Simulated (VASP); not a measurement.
A run of VASP 6.6.1 is set up as follows.

File INCAR:

```
  ALGO = Fast
  DIPOL = 0.5 0.5 0.500
  EDIFF = 1E-6
  ENCUT = 520
  GGA = PE
  IDIPOL = 3
  ISIF = 2
  ISMEAR = 0
  LASPH = T
  LCHARG = T
  LDIPOL = T
  LELF = T
  LREAL = F
  LVACPOTAV = T
  LVHAR = T
  LWAVE = F
  NBANDS = 51
  NELM = 80
  PREC = Accurate
  SIGMA = 0.1
```

KPOINTS

```
k-points
0
Gamma
  12 12 1
```

POSCAR

```
W
1.0
    2.8545944811      0.0000000000      0.0000000000
    0.0000000000      2.8545944811      0.0000000000
    0.0000000000      0.0000000000     25.0925155756
W
6
Direct
    0.5000000000      0.5000000000      0.3015432735
    0.0000000000      0.0000000000      0.3814288502
    0.5000000000      0.5000000000      0.4608738940
    0.0000000000      0.0000000000      0.5391261038
    0.5000000000      0.5000000000      0.6185711494
    0.0000000000      0.0000000000      0.6984567291
```

Potentials or basis: VASP PAW PBE potentials, release 64 (W_sv).

The run is started by

```bash
$ cat potpaw_PBE.64/W_sv/POTCAR > POTCAR
$ mpirun -np 1 vasp_std > vasp.out
```

What does it give for the largest force?

0.036 eV/Å.

What does it give for the band gap on the k mesh?

Zero (bands 42 and 43 overlap by 2.00 eV).

Forces in eV/Å, atoms in the order of the input:
```
W    0.000  0.000 -0.036
W    0.000  0.000  0.008
W    0.000  0.000  0.006
W    0.000  0.000 -0.006
W    0.000  0.000 -0.008
W    0.000  0.000  0.036
```

Caveat: spin-orbit coupling is left out, which moves the levels of the heavy elements.
